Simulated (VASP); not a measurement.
Here is a VASP 6.6.1 calculation.

File INCAR:

```
PREC     = Accurate       # precision mode
ENCUT    = 520            # plane-wave cutoff, eV
EDIFF    = 1E-6           # SCF threshold, eV
ISMEAR   = -1             # smearing method
SIGMA    = 0.05           # smearing width, eV
LREAL    = F              # projectors in reciprocal space
LASPH    = T              # aspherical terms in the spheres
NELM     = 60             # most SCF steps
ALGO     = Normal         # electronic algorithm
ISIF     = 2              # what is computed and relaxed
LWAVE    = F              # write WAVECAR
LCHARG   = F              # write CHGCAR
GGA      = PE             # functional
IVDW     = 12             # dispersion correction
NBANDS   = 13             # bands
```

Contents of KPOINTS:

```
regular mesh
0
Gamma
  10 10 10
```

Contents of POSCAR:

```
Sn
1.0
   -1.8724377043      1.8724377043      1.8724377043
    1.8724377043     -1.8724377043      1.8724377043
    1.8724377043      1.8724377043     -1.8724377043
Sn
1
Direct
    0.0000000000      0.0000000000      0.0000000000
```

Potentials or basis: VASP PAW PBE potentials, release 64 (Sn_d).

The run is started by

```sh
$ cat potpaw_PBE.64/Sn_d/POTCAR > POTCAR
$ mpirun -np 1 vasp_std > vasp.out
```

Problem. Estimate the band gap on the k mesh.

Solution. Zero (band 7 reaches 16.81 eV, above the bottom of band 8 at 6.13 eV).

Problem. Estimate the pressure.

Solution. 0.0 GPa.

Caveat: spin-orbit coupling is left out, which moves the levels of the heavy elements; pairwise dispersion overbinds metals, which lowers pressure and volume.
